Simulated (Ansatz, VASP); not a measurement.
# CoO in VASP and in Ansatz

```
Co O
1.0
     0.00000    2.19272    2.19272
     2.19272    0.00000    2.19272
     2.19272    2.19272    0.00000
Co O
1 1
Cartesian
  0.0000 0.0000 0.0000
  2.1927 2.1927 2.1927
```

Alike in both runs: task single point; functional PBE; k mesh 16 × 16 × 16; occupations gaussian, width 0.1 eV; collinear spin.

|  | VASP | Ansatz |
| --- | --- | --- |
| version | VASP 6.6.1 | Ansatz 0.2.0 |
| potentials or method | VASP PAW PBE potentials, release 64 (Co, O), cutoff 520 eV | scalar-relativistic, plane waves, PAW |
| valence electrons in the cell | 15 | 23 |

```csv
,VASP,Ansatz,Ansatz less VASP
gap on the k mesh at the Fermi level (eV),none,none,-
pressure (GPa),-14.4,-12.5,+1.91
net moment per atom (μB),1.50,1.50,0.000
size of the moment on the site where the two differ most (μB),2.62,2.56,-0.066
```

Site moments also hang on the region over which each program counts them. A gap of «none» marks a metal or a gap that the smearing closes. VASP's potentials hold 15 valence electrons a cell and Ansatz's 23, so a difference there can come from the potentials and not from the codes.
